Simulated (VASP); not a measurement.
Write the native input for VASP 6.6.1 that does the following.

* Task: single point
* Functional: PBEsol
* Potentials or basis: VASP PAW PBE potentials, release 64 (Ag)
* Cutoff: 520 eV
* k mesh: 18 × 18 × 18
* Occupations: gaussian, width 0.1 eV
* Spin: no spin polarisation
* Dipole correction: no
* Further INCAR settings: ALGO = Fast; EDIFF = 1e-06; NBANDS = 12

The structure of Ag lies in POSCAR:

```
Ag
1.0
    0.0000000000      2.0272180712      2.0272180712
    2.0272180712      0.0000000000      2.0272180712
    2.0272180712      2.0272180712      0.0000000000
Ag
1
Direct
    0.0000000000      0.0000000000      0.0000000000
```

One way to write it, as run:

INCAR

```
SYSTEM = Ag
PREC = Accurate
ENCUT = 520
EDIFF = 1E-6
ISMEAR = 0
SIGMA = 0.1
LREAL = .False.
LASPH = .True.
NELM = 100
ALGO = Fast
ISIF = 2
LWAVE = .False.
LCHARG = .True.
GGA = PS
LELF = .True.
LVHAR = .True.
NBANDS = 12
```

KPOINTS

```
regular mesh
0
Gamma
  18 18 18
  0 0 0
```

Potentials or basis: VASP PAW PBE potentials, release 64 (Ag).

Command:

```bash
$ cat potpaw_PBE.64/Ag/POTCAR > POTCAR
$ mpirun -np 1 vasp_std > vasp.out
```

It gave:

| Quantity | Value |
| --- | --- |
| Pressure | -0.1 GPa |

Caveat: the PAW data sets were made with another functional, which shifts forces and pressure a little.

Run time: 37 s on 1 thread of Intel(R) Xeon(R) Platinum 8488C (Sapphire Rapids), with other jobs on the host, peak memory 0.16 GiB.
